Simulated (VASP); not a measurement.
# KF (Carobbiite) (Fm-3m) in VASP: a series of runs, part 2 of 2

VASP 6.6.1. The steps go on from the part before.

## (5) Single point, r2SCAN (strain +0.9%)

POSCAR reads:

```
KF
1.0
    0.0000000000      2.6828872878      2.6828872878
    2.6828872878      0.0000000000      2.6828872878
    2.6828872878      2.6828872878      0.0000000000
K F
1 1
Direct
    0.0000000000      0.0000000000      0.0000000000
    0.5000000000      0.5000000000      0.5000000000
```

INCAR.step1 reads:

```
SYSTEM = KF
  PREC = Accurate
  ENCUT = 520
  ISMEAR = 0
  SIGMA = 0.01
  LREAL = .FALSE.
  LASPH = .TRUE.
  NELM = 80
  NBANDS = 15
  GGA = PE
  ALGO = Normal
  EDIFF = 1E-4
  LWAVE = .TRUE.
  LCHARG = .FALSE.
```

INCAR.step2 reads:

```
SYSTEM = KF
  PREC = Accurate
  ENCUT = 520
  EDIFF = 1E-6
  ISMEAR = 0
  SIGMA = 0.01
  LREAL = .FALSE.
  LASPH = .TRUE.
  NELM = 80
  ALGO = Normal
  ISIF = 2
  LWAVE = .FALSE.
  LCHARG = .FALSE.
  METAGGA = R2SCAN
  LMIXTAU = .TRUE.
  NBANDS = 15
  ISTART = 1
```

KPOINTS reads:

```
Automatic mesh
0
G
  8 8 8
  0 0 0
```

Potentials or basis: VASP PAW PBE potentials, release 64 (K_sv, F).

The run is started by

```console
$ cat potpaw_PBE.64/K_sv/POTCAR potpaw_PBE.64/F/POTCAR > POTCAR
$ cp INCAR.step1 INCAR
$ mpirun -np 1 vasp_std > vasp.out
$ cp INCAR.step2 INCAR
$ mpirun -np 1 vasp_std > vasp.out
```

OUTCAR:

```text
SYSTEM = KF
   PREC = Accurate
   ENCUT = 520
   EDIFF = 1E-6
   ISMEAR = 0
   LREAL = .FALSE.
   LASPH = .TRUE.
   NELM = 80
   ISIF = 2
   METAGGA = R2SCAN
   ISTART = 1

 ion  position               nearest neighbor table
   1  0.000  0.000  0.000-   2 2.68   2 2.68   2 2.68   2 2.68   2 2.68   2 2.68
   2  0.500  0.500  0.500-   1 2.68   1 2.68   1 2.68   1 2.68   1 2.68   1 2.68

  LATTYP: Found a face centered cubic cell.
 ALAT       =     5.3657745756

  Lattice vectors:

 A1 = (   0.0000000000,   2.6828872878,   2.6828872878)
 A2 = (   2.6828872878,   0.0000000000,   2.6828872878)
 A3 = (   2.6828872878,   2.6828872878,   0.0000000000)

Analysis of symmetry for initial positions (statically):
=====================================================================
 Subroutine PRICEL returns:
 Original cell was already a primitive cell.

 Routine SETGRP: Setting up the symmetry group for a
 face centered cubic supercell.

 Subroutine GETGRP returns: Found 48 space group operations
 (whereof 48 operations were pure point group operations)
 out of a pool of 48 trial point group operations.

The static configuration has the point symmetry O_h .

Analysis of symmetry for dynamics (positions and initial velocities):
[... 169 lines left out ...]
      2     -23.1647      2.00000
      3     -13.0343      2.00000
      4     -13.0343      2.00000
      5     -13.0343      2.00000
      6      -3.3808      2.00000
      7      -3.3808      2.00000
      8      -3.3808      2.00000
      9       3.3832      0.00000
     10       8.0380      0.00000
     11       8.0380      0.00000
     12       8.0380      0.00000
     13       9.8817      0.00000
     14       9.8817      0.00000
[... 401 lines left out ...]
      2     -23.2245      2.00000
      3     -13.3408      2.00000
      4     -13.2381      2.00000
      5     -13.1037      2.00000
      6      -3.9202      2.00000
      7      -3.6441      2.00000
      8      -3.6236      2.00000
      9       6.5751      0.00000
     10       7.2669      0.00000
     11       9.1358      0.00000
     12      10.1514      0.00000
     13      11.4815      0.00000
     14      12.4791      0.00000
     15      12.8701      0.00000

 [... further k-points ...]
[... 5 lines left out ...]
  --------------------------------------------------------------------------------------
  -------------------------------------------------------------------------------------
  Total       -0.2235694     -0.2235694     -0.2235694     -0.0000000      0.0000000     -0.0000000
  in kB       -9.2743985     -9.2743985     -9.2743985     -0.0000000      0.0000000     -0.0000000
  external PRESSURE =      -9.2743985 kB  Pullay stress =       0.0000000 kB

 VOLUME and BASIS-vectors are now :
 -----------------------------------------------------------------------------
  energy-cutoff  :      520.00
  volume of cell :       38.62
      direct lattice vectors                 reciprocal lattice vectors
     0.000000000  2.682887288  2.682887288    -0.186366383  0.186366383  0.186366383
     2.682887288  0.000000000  2.682887288     0.186366383 -0.186366383  0.186366383
     2.682887288  2.682887288  0.000000000     0.186366383  0.186366383 -0.186366383

 POSITION                                       TOTAL-FORCE (eV/Angst)
 -----------------------------------------------------------------------------------
      0.00000      0.00000      0.00000        -0.000000     -0.000000      0.000000
      2.68289      2.68289      2.68289         0.000000      0.000000     -0.000000
 -----------------------------------------------------------------------------------
    total drift:                                0.000000      0.000000      0.000000

  FREE ENERGIE OF THE ION-ELECTRON SYSTEM (eV)
  ---------------------------------------------------
  free  energy   TOTEN  =       -14.9712104093 eV

  energy  without entropy=      -14.9712104093  energy(sigma->0) =      -14.97121041
```

OSZICAR.step1:

```text
N       E                     dE             d eps       ncg     rms          rms(c)
DAV:   1     0.105050597989E+03    0.10505E+03   -0.84037E+03   878   0.104E+03
DAV:   2    -0.528315707943E+01   -0.11033E+03   -0.99182E+02  1110   0.274E+02
DAV:   3    -0.943900744170E+01   -0.41559E+01   -0.41282E+01  1137   0.480E+01
DAV:   4    -0.955972057886E+01   -0.12071E+00   -0.12068E+00  1172   0.706E+00
DAV:   5    -0.956129822404E+01   -0.15776E-02   -0.15776E-02  1140   0.679E-01    0.631E+00
DAV:   6    -0.832530853888E+01    0.12360E+01   -0.35250E+00   905   0.146E+01    0.396E+00
DAV:   7    -0.829655850760E+01    0.28750E-01   -0.66888E-02  1059   0.224E+00    0.221E+00
DAV:   8    -0.829189257849E+01    0.46659E-02   -0.51714E-02   982   0.223E+00    0.195E-01
DAV:   9    -0.829349707021E+01   -0.16045E-02   -0.38782E-03  1059   0.515E-01    0.123E-01
DAV:  10    -0.829408009489E+01   -0.58302E-03   -0.48223E-04   940   0.188E-01    0.624E-02
DAV:  11    -0.829420923548E+01   -0.12914E-03   -0.12971E-04   881   0.949E-02    0.196E-02
DAV:  12    -0.829420800413E+01    0.12313E-05   -0.11560E-05   715   0.354E-02
   1 F= -.82942080E+01 E0= -.82942080E+01  d E =-.148143E-70
```

It took 41 s on 1 thread of AMD EPYC 9R45 (Zen 5), shared host; peak memory 0.13 GiB.

What came out:

```yaml
Free_energy: -14.9712 eV
Pressure: -0.9 GPa
Band_gap_on_the_k_mesh: 6.76 eV, direct
```

Caveat: the cell differs from its parent crystal (strain +0.9%); the PAW data sets were made with another functional, which shifts forces and pressure a little.

## (6) Single point, r2SCAN (strain +5.0%)

POSCAR reads:

```
KF
1.0
    0.0000000000      2.7919045115      2.7919045115
    2.7919045115      0.0000000000      2.7919045115
    2.7919045115      2.7919045115      0.0000000000
K F
1 1
Direct
    0.0000000000      0.0000000000      0.0000000000
    0.5000000000      0.5000000000      0.5000000000
```

INCAR.step1 reads:

```
SYSTEM = KF
PREC     = Accurate       ! precision mode
ENCUT    = 520            ! plane-wave cutoff, eV
ISMEAR   = 0              ! smearing method
SIGMA    = 0.01           ! smearing width, eV
LREAL    = .False.        ! projectors in reciprocal space
LASPH    = .True.         ! aspherical terms in the spheres
NELM     = 80             ! most SCF steps
NBANDS   = 15             ! bands
GGA      = PE             ! functional
ALGO     = Normal         ! electronic algorithm
EDIFF    = 1E-4           ! SCF threshold, eV
LWAVE    = .True.         ! write WAVECAR
LCHARG   = .False.        ! write CHGCAR
```

INCAR.step2 reads:

```
SYSTEM = KF
PREC     = Accurate       ! precision mode
ENCUT    = 520            ! plane-wave cutoff, eV
EDIFF    = 1E-6           ! SCF threshold, eV
ISMEAR   = 0              ! smearing method
SIGMA    = 0.01           ! smearing width, eV
LREAL    = .False.        ! projectors in reciprocal space
LASPH    = .True.         ! aspherical terms in the spheres
NELM     = 80             ! most SCF steps
ALGO     = Normal         ! electronic algorithm
ISIF     = 2              ! what is computed and relaxed
LWAVE    = .False.        ! write WAVECAR
LCHARG   = .False.        ! write CHGCAR
METAGGA  = R2SCAN         ! meta-GGA
LMIXTAU  = .True.       
NBANDS   = 15             ! bands
ISTART   = 1
```

KPOINTS reads:

```
Automatic mesh
0
Gamma
  8 8 8
  0 0 0
```

Potentials or basis: VASP PAW PBE potentials, release 64 (K_sv, F).

The run is started by

```console
$ cat potpaw_PBE.64/K_sv/POTCAR potpaw_PBE.64/F/POTCAR > POTCAR
$ cp INCAR.step1 INCAR
$ mpirun -np 1 vasp_std > vasp.out
$ cp INCAR.step2 INCAR
$ mpirun -np 1 vasp_std > vasp.out
```

OUTCAR:

```text
SYSTEM = KF
   PREC = Accurate
   ENCUT = 520
   EDIFF = 1E-6
   ISMEAR = 0
   LREAL = .False.
   LASPH = .True.
   NELM = 80
   ISIF = 2
   METAGGA = R2SCAN
   ISTART = 1

 ion  position               nearest neighbor table
   1  0.000  0.000  0.000-   2 2.79   2 2.79   2 2.79   2 2.79   2 2.79   2 2.79
   2  0.500  0.500  0.500-   1 2.79   1 2.79   1 2.79   1 2.79   1 2.79   1 2.79

  LATTYP: Found a face centered cubic cell.
 ALAT       =     5.5838090230

  Lattice vectors:

 A1 = (   0.0000000000,   2.7919045115,   2.7919045115)
 A2 = (   2.7919045115,   0.0000000000,   2.7919045115)
 A3 = (   2.7919045115,   2.7919045115,   0.0000000000)

Analysis of symmetry for initial positions (statically):
=====================================================================
 Subroutine PRICEL returns:
 Original cell was already a primitive cell.

 Routine SETGRP: Setting up the symmetry group for a
 face centered cubic supercell.

 Subroutine GETGRP returns: Found 48 space group operations
 (whereof 48 operations were pure point group operations)
 out of a pool of 48 trial point group operations.

The static configuration has the point symmetry O_h .

Analysis of symmetry for dynamics (positions and initial velocities):
=====================================================================
 Subroutine PRICEL returns:
 Original cell was already a primitive cell.

 Routine SETGRP: Setting up the symmetry group for a
 face centered cubic supercell.

 Subroutine GETGRP returns: Found 48 space group operations
 (whereof 48 operations were pure point group operations)
 out of a pool of 48 trial point group operations.

The dynamic configuration has the point symmetry O_h .

 Subroutine INISYM returns: Found 48 space group operations
 (whereof 48 operations are pure point group operations),
 and found     1 'primitive' translations

----------------------------------------------------------------------------------------

                                     Primitive cell

  volume of cell :      43.5243

  direct lattice vectors                    reciprocal lattice vectors
     0.000000000  2.791904511  2.791904511    -0.179089220  0.179089220  0.179089220
     2.791904511  0.000000000  2.791904511     0.179089220 -0.179089220  0.179089220
     2.791904511  2.791904511  0.000000000     0.179089220  0.179089220 -0.179089220

  length of vectors
     3.948349225  3.948349225  3.948349225     0.310191627  0.310191627  0.310191627

  position of ions in fractional coordinates (direct lattice)
     0.000000000  0.000000000  0.000000000
     0.500000000  0.500000000  0.500000000

  ion indices of the primitive-cell ions
   primitive index   ion index
                 1           1
                 2           2

----------------------------------------------------------------------------------------

 KPOINTS: Automatic mesh

Automatic generation of k-mesh.
 Grid dimensions read from file:
 generate k-points for:    8    8    8

 Generating k-lattice:

  Cartesian coordinates                     Fractional coordinates (reciprocal lattice)
    -0.022386152  0.022386152  0.022386152     0.125000000  0.000000000  0.000000000
     0.022386152 -0.022386152  0.022386152     0.000000000  0.125000000  0.000000000
     0.022386152  0.022386152 -0.022386152     0.000000000  0.000000000  0.125000000

  Length of vectors
     0.038773953  0.038773953  0.038773953

  Shift w.r.t. Gamma in fractional coordinates (k-lattice)
     0.000000000  0.000000000  0.000000000

 Subroutine IBZKPT returns following result:
 ===========================================

 Found     29 irreducible k-points:

 Following reciprocal coordinates:
            Coordinates               Weight
  0.000000  0.000000  0.000000      1.000000
  0.125000  0.000000  0.000000      8.000000
  0.250000  0.000000  0.000000      8.000000
  0.375000  0.000000  0.000000      8.000000
  0.500000  0.000000  0.000000      4.000000
  0.125000  0.125000  0.000000      6.000000
[... 16 lines left out ...]
  0.500000  0.250000  0.125000     48.000000
 -0.375000  0.250000  0.125000     24.000000
 [... further k-points ...]
   k-points           NKPTS =     29   k-points in BZ     NKDIM =     29   number of bands    NBANDS=     15
   number of dos      NEDOS =    301   number of ions     NIONS =      2
   total plane-waves  NPLWV =  27000
   dimension x,y,z NGX =    30 NGY =   30 NGZ =   30
   dimension x,y,z NGXF=    60 NGYF=   60 NGZF=   60
   ions per type =               1   1
   NGX,Y,Z   is equivalent  to a cutoff of  12.63, 12.63, 12.63 a.u.
   NGXF,Y,Z  is equivalent  to a cutoff of  25.26, 25.26, 25.26 a.u.
 SYSTEM =  KF
   PREC   = accura    normal or accurate (medium, high low for compatibility)
   ISTART =      1    job   : 0-new  1-cont  2-samecut
   ICHARG =      0    charge: 1-file 2-atom 10-const
   ISPIN  =      1    spin polarized calculation?
   LNONCOLLINEAR =      F non collinear calculations
   LSORBIT =      F    spin-orbit coupling
   LASPH  =      T    aspherical Exc in radial PAW
   ENCUT  =  520.0 eV  38.22 Ry    6.18 a.u.   7.34  7.34  7.34*2*pi/ulx,y,z
   NELM   =     80;   NELMIN=  2; NELMDL=  0     # of ELM steps
   EDIFF  = 0.1E-05   stopping-criterion for ELM
   LREAL  =      F    real-space projection
   EDIFFG = 0.1E-04   stopping-criterion for IOM
   NSW    =      0    number of steps for IOM
   IBRION =     -1    ionic relax: 0-MD 1-quasi-New 2-CG
   NFREE  =      0    steps in history (QN), initial steepest desc. (CG)
   ISIF   =      2    stress and relaxation
   ISYM   =      2    0-nonsym 1-usesym 2-fastsym
   POTIM  = 0.5000    time-step for ionic-motion
   TEBEG  =    0.0;   TEEND  =   0.0 temperature during run
   PSTRESS=    0.0 pullay stress
   NELECT =      16.0000    total number of electrons
   NUPDOWN=      -1.0000    fix difference up-down
   EMIN   =  10.00;   EMAX   =-10.00  energy-range for DOS
   EFERMI =   0.00;   METHOD = LEGACY
   ISMEAR =     0;   SIGMA  =   0.01  broadening in eV -4-tet -1-fermi 0-gaus
   EFERMI_NEDOS =   21; number of points for ismear=-14 and -15
   IALGO  =     38    algorithm
   IMIX   =      4    mixing-type and parameters
     AMIX     =   0.40;   BMIX     =  1.00
     AMIX_MAG =   1.60;   BMIX_MAG =  1.00
  volume/ion in A,a.u.               =      21.76       146.86
  Fermi-wavevector in a.u.,A,eV,Ry     =   1.172747  2.216170 18.712570  1.375335
  Thomas-Fermi vector in A             =   2.309171
   LORBIT       =      0    0 simple, 1 ext, 2 COOP (PROOUT), +10 PAW based schemes
   METAGGA = R2SCAN    functional components
   LHFCALC =     F    Hartree Fock is set to
   AEXX    =    0.0000 exact exchange contribution
   IVDW    =     0    specifies the selected vdW correction
   LEPSILON=     F    determine dielectric tensor
   LRPA    =     F    only Hartree local field effects (RPA)
 non-spin polarized calculation
 Gauss-broadening in eV      SIGMA  =   0.01
  energy-cutoff  :      520.00
  volume of cell :       43.52
 maximum number of plane-waves:      1211
 NGX is ok and might be reduce to    30
   NGX = 15   NGY = 15   NGZ = 15

 number of electron      16.0000008 magnetization

 Free energy of the ion-electron system (eV)
  ---------------------------------------------------
  ext. energy  EPLUGINS =         0.00000000
  ---------------------------------------------------
  free energy    TOTEN  =       -14.90145582 eV

  energy without entropy =      -14.90145582  energy(sigma->0) =      -14.90145582

 E-fermi :  -3.6009     XC(G=0):  -8.2517

 val. band max:       -3.6412286975   @ k =   0.0000   0.0000   0.0000
 cond. band min:       2.5389045675   @ k =   0.0000   0.0000   0.0000
 fundamental gap:      6.1801332650
 Fermi energy:        -3.6008729879

 k-point     1 :       0.0000    0.0000    0.0000
  band No.  band energies     occupation
      1     -31.1708      2.00000
      2     -23.3668      2.00000
      3     -13.7311      2.00000
      4     -13.7311      2.00000
      5     -13.7311      2.00000
      6      -3.6412      2.00000
      7      -3.6412      2.00000
      8      -3.6412      2.00000
      9       2.5389      0.00000
     10       7.4334      0.00000
     11       7.4334      0.00000
     12       7.4334      0.00000
     13       9.1178      0.00000
     14       9.1178      0.00000
[... 401 lines left out ...]
      2     -23.3910      2.00000
      3     -13.9496      2.00000
      4     -13.8693      2.00000
      5     -13.7839      2.00000
      6      -4.1037      2.00000
      7      -3.8538      2.00000
      8      -3.8531      2.00000
      9       5.8294      0.00000
     10       6.4078      0.00000
     11       8.2141      0.00000
     12       9.2667      0.00000
     13      10.4342      0.00000
     14      11.2838      0.00000
     15      11.4258      0.00000

 [... further k-points ...]
[... 5 lines left out ...]
  --------------------------------------------------------------------------------------
  -------------------------------------------------------------------------------------
  Total       -0.9977695     -0.9977695     -0.9977695     -0.0000000     -0.0000000      0.0000000
  in kB      -36.7290022    -36.7290022    -36.7290022     -0.0000000     -0.0000000      0.0000000
  external PRESSURE =     -36.7290022 kB  Pullay stress =       0.0000000 kB

 VOLUME and BASIS-vectors are now :
 -----------------------------------------------------------------------------
  energy-cutoff  :      520.00
  volume of cell :       43.52
      direct lattice vectors                 reciprocal lattice vectors
     0.000000000  2.791904511  2.791904511    -0.179089220  0.179089220  0.179089220
     2.791904511  0.000000000  2.791904511     0.179089220 -0.179089220  0.179089220
     2.791904511  2.791904511  0.000000000     0.179089220  0.179089220 -0.179089220

 POSITION                                       TOTAL-FORCE (eV/Angst)
 -----------------------------------------------------------------------------------
      0.00000      0.00000      0.00000         0.000000      0.000000      0.000000
      2.79190      2.79190      2.79190        -0.000000     -0.000000     -0.000000
 -----------------------------------------------------------------------------------
    total drift:                                0.000000      0.000000      0.000000

  FREE ENERGIE OF THE ION-ELECTRON SYSTEM (eV)
  ---------------------------------------------------
  free  energy   TOTEN  =       -14.9014558235 eV

  energy  without entropy=      -14.9014558235  energy(sigma->0) =      -14.90145582
```

Run time: 49 s. Hardware: 1 thread of AMD EPYC 9R45 (Zen 5), shared host; peak memory 0.14 GiB.

What came out:

* Free energy: -14.9015 eV
* Pressure: -3.7 GPa
* Band gap on the k mesh: 6.18 eV, direct

Levels at points of the mesh, in eV from the valence-band top:
| k point | band 5 | band 6 | band 7 | band 8 | band 9 | band 10 | band 11 | band 12 |
| --- | --- | --- | --- | --- | --- | --- | --- | --- |
| (0.00, 0.00, 0.00) | -10.09 | 0.00 | 0.00 | 0.00 | 6.18 | 11.07 | 11.07 | 11.07 |
| (0.50, 0.00, 0.00) | -10.12 | -0.63 | -0.24 | -0.24 | 9.12 | 10.29 | 12.30 | 12.30 |
| (0.50, 0.50, 0.00) | -10.22 | -0.25 | -0.07 | -0.07 | 8.63 | 10.50 | 11.39 | 13.92 |

Caveat: the cell differs from its parent crystal (strain +5.0%); the PAW data sets were made with another functional, which shifts forces and pressure a little. A k mesh can miss the band edges.

## (7) Summary

```csv
level,cell,smearing,gap on the mesh (eV),pressure (GPa)
PBE,"a = 3.794 Å, angles 60.0°, 2 atoms",fermi-dirac 0.02 eV,6.10,1.0
PBE,"a = 3.948 Å, angles 60.0°, 2 atoms",fermi-dirac 0.02 eV,5.52,-2.1
r2SCAN,"a = 3.760 Å, angles 60.0°, 2 atoms",gaussian 0.01 eV,6.91,0.0
r2SCAN,"a = 3.794 Å, angles 60.0°, 2 atoms",gaussian 0.01 eV,6.76,-0.9
r2SCAN,"a = 3.948 Å, angles 60.0°, 2 atoms",gaussian 0.01 eV,6.18,-3.7
```

Alike in all rows: task single point; potentials or basis VASP PAW PBE potentials, release 64 (K_sv, F); no spin polarisation; k mesh 8 × 8 × 8; cutoff (eV) 520.

Caveats: the PAW data sets were made with another functional, which shifts forces and pressure a little (some runs).

Absolute energies hang on the potentials; compare differences alone.
